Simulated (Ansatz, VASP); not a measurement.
# Y2TiO4 in VASP and in Ansatz

```
Y Ti O
1.0
     0.00000    3.74398    0.00000
     3.74398    0.00000    0.00000
     1.87199    1.87199   -6.14260
Y Ti O
2 1 4
Direct
  0.35380 0.35380 0.29240
  0.64620 0.64620 0.70760
  0.00000 0.00000 0.00000
  0.50000 0.00000 0.00000
  0.00000 0.50000 0.00000
  0.16300 0.16300 0.67400
  0.83700 0.83700 0.32600
```

Alike in both runs: task single point; functional r2SCAN; k mesh 5 × 5 × 5; occupations tetrahedron; collinear spin.

|  | VASP | Ansatz |
| --- | --- | --- |
| version | VASP 6.6.1 | Ansatz 0.2.0 |
| potentials or method | VASP PAW PBE potentials, release 64 (Y_sv, Ti_sv, O), cutoff 520 eV | PAW plane waves |
| valence electrons in the cell | 58 | 58 |

```csv
,VASP,Ansatz,Ansatz less VASP
pressure (GPa),5.2,4.6,-0.57
"traceless stress, the component that is largest in VASP (GPa)",-5.87,-5.63,+0.238
rms of the force components (eV/Å),0.706,0.698,-0.0077
net moment per atom (μB),0.16,0.16,-0.002
size of the moment on the site where the two differ most (μB),0.68,0.49,-0.197
```

VASP's potentials were made for PBE, not for r2SCAN. Site moments also hang on the region over which each program counts them. Atom by atom the forces differ by 0.011 eV/Å (rms over components). With one functional, cell and mesh, what is left measures potentials, basis and numerics. Ansatz's warnings: band table not solved further, product built on unsolved table, stability check not made, tetrahedron derivatives may miss energy slope.
